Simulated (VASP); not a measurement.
Here is a VASP 6.6.1 calculation.

Contents of INCAR:

```
PREC = Accurate
ENCUT = 520
EDIFF = 1E-6
ISMEAR = -1
SIGMA = 0.1
LREAL = False
LASPH = True
NELM = 100
ALGO = Normal
ISIF = 2
LWAVE = False
LCHARG = False
GGA = PE
NBANDS = 13
```

File KPOINTS:

```
Automatic mesh
0
Gamma
  6 6 6
```

Contents of POSCAR:

```
Mo
1.0
    2.6039359929      0.0000000000      0.0000000000
    0.0000000000      2.6039359929      0.0000000000
    0.0000000000      0.0000000000      2.6039359929
Mo
1
Direct
    0.0000000000      0.0000000000      0.0000000000
```

Potentials or basis: VASP PAW PBE potentials, release 64 (Mo_sv).

Launch:

```console
$ cat potpaw_PBE.64/Mo_sv/POTCAR > POTCAR
$ mpirun -np 1 vasp_std > vasp.out
```

Q: Estimate the band gap on the k mesh.

A: Zero (band 7 reaches 11.92 eV, above the bottom of band 8 at 9.84 eV).

Q: Predict the pressure.

A: -1.0 GPa.

Caveat: the k points lie up to 0.40 Å⁻¹ apart.
